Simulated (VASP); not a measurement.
# LiSi2 (C2/m) in VASP: further runs, part 2 of 3

VASP 6.6.1. Earlier steps stand in the parts before.

### 3 Single point, PBE

This run uses another cell than the first one, of 18.54 Å³/atom, 1.296 times its volume.

Contents of INCAR:

```
PREC = Accurate
ENCUT = 520
EDIFF = 1E-6
ISMEAR = 0
SIGMA = 0.1
LREAL = F
LASPH = T
NELM = 100
ALGO = Normal
ISIF = 2
LWAVE = F
LCHARG = F
GGA = PE
NBANDS = 12
```

Contents of KPOINTS:

```
regular mesh
0
Gamma
  6 6 4
```

Contents of POSCAR:

```
LiSi2
1.0
    3.2949033387     -1.9020746249      0.0434222997
    3.2949033387      1.9020746249      0.0434222997
   -0.0760382770      0.0000000000      4.4360013579
Li Si
1 2
Direct
    0.0000000000      0.0000000000      0.0000000000
    0.3336620106      0.3336620106      0.5894974604
    0.6663379894      0.6663379894      0.4105025396
```

Potentials or basis: VASP PAW PBE potentials, release 64 (Li_sv, Si).

Started as:

```
cat potpaw_PBE.64/Li_sv/POTCAR potpaw_PBE.64/Si/POTCAR > POTCAR
mpirun -np 1 vasp_std > vasp.out
```

OUTCAR:

```text
PREC = Accurate
   ENCUT = 520
   EDIFF = 1E-6
   ISMEAR = 0
   LREAL = F
   LASPH = T
   NELM = 100
   ISIF = 2
   GGA = PE

 ion  position               nearest neighbor table
   1  0.000  0.000  0.000-   3 2.85   3 2.85   2 2.85   2 2.85   2 2.86   3 2.86
   2  0.334  0.334  0.589-   3 2.33   3 2.34   3 2.34   1 2.85   1 2.85   1 2.86
   3  0.666  0.666  0.411-   2 2.33   2 2.34   2 2.34   1 2.85   1 2.85   1 2.86

  LATTYP: Found a base centered monoclinic cell.
 ALAT       =     6.5903788988
 B/A-ratio  =     0.5772276994
 C/A-ratio  =     0.6732015064
 COS(beta)  =    -0.0039616230

  Lattice vectors:

 A1 = (   3.2949033387,  -1.9020746249,   0.0434222997)
 A2 = (   3.2949033387,   1.9020746249,   0.0434222997)
 A3 = (  -0.0760382770,   0.0000000000,   4.4360013579)

Analysis of symmetry for initial positions (statically):
=====================================================================
 Subroutine PRICEL returns:
 Original cell was already a primitive cell.

 Routine SETGRP: Setting up the symmetry group for a
 base centered monoclinic supercell.

 Subroutine GETGRP returns: Found  4 space group operations
 (whereof  4 operations were pure point group operations)
 out of a pool of  4 trial point group operations.

The static configuration has the point symmetry C_2h.

Analysis of symmetry for dynamics (positions and initial velocities):
=====================================================================
 Subroutine PRICEL returns:
 Original cell was already a primitive cell.

 Routine SETGRP: Setting up the symmetry group for a
 base centered monoclinic supercell.

 Subroutine GETGRP returns: Found  4 space group operations
 (whereof  4 operations were pure point group operations)
 out of a pool of  4 trial point group operations.

The dynamic configuration has the point symmetry C_2h.

 Subroutine INISYM returns: Found  4 space group operations
[... 125 lines left out ...]
   LHFCALC =     F    Hartree Fock is set to
   AEXX    =    0.0000 exact exchange contribution
   IVDW    =     0    specifies the selected vdW correction
   LEPSILON=     F    determine dielectric tensor
   LRPA    =     F    only Hartree local field effects (RPA)
 non-spin polarized calculation
 Gauss-broadening in eV      SIGMA  =   0.10
  energy-cutoff  :      520.00
  volume of cell :       55.61
 maximum number of plane-waves:      1518
   NGX = 15   NGY = 15   NGZ = 17

 number of electron      10.9999997 magnetization

 Free energy of the ion-electron system (eV)
  ---------------------------------------------------
  ext. energy  EPLUGINS =         0.00000000
  ---------------------------------------------------
  free energy    TOTEN  =       -12.58294654 eV

  energy without entropy =      -12.57845546  energy(sigma->0) =      -12.58070100

 E-fermi :   4.7971     XC(G=0):  -9.0160

 val. band max:        4.6904549690   @ k =   0.5000   0.5000   0.0000
 cond. band min:       4.8202438491   @ k =  -0.1667   0.1667   0.0000
 fundamental gap:      0.1297888801
 Fermi energy:         4.7971002033

 k-point     1 :       0.0000    0.0000    0.0000
  band No.  band energies     occupation
      1     -41.9436      2.00000
      2      -6.6660      2.00000
      3       1.3237      2.00000
      4       3.8745      2.00000
      5       3.8839      2.00000
      6       4.2701      2.00000
      7       6.9097      0.00000
      8       7.1160      0.00000
      9       7.1311      0.00000
     10      12.3533      0.00000
     11      13.5940      0.00000
     12      13.6225      0.00000
[... 331 lines left out ...]
 k-point    24 :      -0.1667    0.1667    0.2500
  band No.  band energies     occupation
      1     -41.9431      2.00000
      2      -5.5349      2.00000
      3      -0.1359      2.00000
      4       1.2755      2.00000
      5       1.9592      2.00000
      6       5.8057      0.00000
      7       7.6612      0.00000
      8       8.0789      0.00000
      9       8.5636      0.00000
     10       9.3103      0.00000
     11      12.2668      0.00000
     12      13.4185      0.00000

 [... further k-points ...]

------------------------ aborting loop because EDIFF is reached ----------------------------------------

  FORCE on cell =-STRESS in cart. coord.  units (eV):
  Direction    XX          YY          ZZ          XY          YZ          ZX
  --------------------------------------------------------------------------------------
  -------------------------------------------------------------------------------------
  Total        0.0433155      0.0552449      0.0138957      0.0000000      0.0000000     -0.0031132
  in kB        1.2478537      1.5915226      0.4003128      0.0000000      0.0000000     -0.0896879
  external PRESSURE =       1.0798964 kB  Pullay stress =       0.0000000 kB

 VOLUME and BASIS-vectors are now :
 -----------------------------------------------------------------------------
  energy-cutoff  :      520.00
  volume of cell :       55.61
      direct lattice vectors                 reciprocal lattice vectors
     3.294903339 -1.902074625  0.043422300     0.151715248 -0.262870864  0.002600578
     3.294903339  1.902074625  0.043422300     0.151715248  0.262870864  0.002600578
    -0.076038277  0.000000000  4.436001358    -0.002970164  0.000000000  0.225377333

 POSITION                                       TOTAL-FORCE (eV/Angst)
 -----------------------------------------------------------------------------------
      0.00000      0.00000      0.00000         0.000000      0.000000      0.000000
      2.15394      0.00000      2.64399        -0.020567      0.000000     -0.019512
      4.35982      0.00000      1.87886         0.020567      0.000000      0.019512
 -----------------------------------------------------------------------------------
    total drift:                               -0.000000     -0.000000      0.000000

  FREE ENERGIE OF THE ION-ELECTRON SYSTEM (eV)
  ---------------------------------------------------
  free  energy   TOTEN  =       -12.5829465395 eV

  energy  without entropy=      -12.5784554585  energy(sigma->0) =      -12.58070100
```

OSZICAR:

```text
N       E                     dE             d eps       ncg     rms          rms(c)
DAV:   1     0.182827398332E+02    0.18283E+02   -0.36396E+03  1128   0.752E+02
DAV:   2    -0.111796082102E+02   -0.29462E+02   -0.28276E+02  1460   0.124E+02
DAV:   3    -0.126152055176E+02   -0.14356E+01   -0.14236E+01  1580   0.227E+01
DAV:   4    -0.127113123881E+02   -0.96107E-01   -0.96009E-01  1684   0.542E+00
DAV:   5    -0.127133081148E+02   -0.19957E-02   -0.19956E-02  1520   0.788E-01    0.445E+00
DAV:   6    -0.126173099343E+02    0.95998E-01   -0.72391E-02  1476   0.124E+00    0.263E+00
DAV:   7    -0.125831981174E+02    0.34112E-01   -0.11056E-01  1616   0.158E+00    0.249E-01
DAV:   8    -0.125829905253E+02    0.20759E-03   -0.14799E-02  1336   0.716E-01    0.121E-01
DAV:   9    -0.125829194365E+02    0.71089E-04   -0.70961E-04  1372   0.167E-01    0.118E-01
DAV:  10    -0.125829279959E+02   -0.85594E-05   -0.54379E-05  1496   0.448E-02    0.111E-01
DAV:  11    -0.125829396217E+02   -0.11626E-04   -0.70762E-05  1308   0.527E-02    0.174E-01
DAV:  12    -0.125829461804E+02   -0.65587E-05   -0.17117E-05  1300   0.252E-02    0.358E-02
DAV:  13    -0.125829465395E+02   -0.35906E-06   -0.89415E-07  1156   0.627E-03
   1 F= -.12582947E+02 E0= -.12580701E+02  d E =-.449108E-02
```

stdout:

```text
POSCAR found type information on POSCAR LiSi
 POSCAR found :  2 types and       3 ions
 scaLAPACK will be used
 LDA part: xc-table for (Slater+PW92), standard interpolation
 POSCAR, INCAR and KPOINTS ok, starting setup
 FFT: planning ... GRIDC
 FFT: planning ... GRID_SOFT
 FFT: planning ... GRID
 WAVECAR not read
 entering main loop
```

It took 22 s on 1 thread of Intel Xeon Platinum 8259CL at 2.50GHz (Skylake/Cascade Lake), shared host; peak memory 0.17 GiB.

What came out:

```
Free energy   : -12.5829 eV
Largest force : 0.028 eV/Å
```

Forces on the atoms (eV/Å):
```
Li   0.000  0.000  0.000
Si  -0.021  0.000 -0.020
Si   0.021  0.000  0.020
```

Caveat: the cutoff is under 1.25 times the usual one of these potentials, so pressure, stress and relaxed cells hold a basis-set (Pulay) error.

(Part 2 of 3 ends here.)
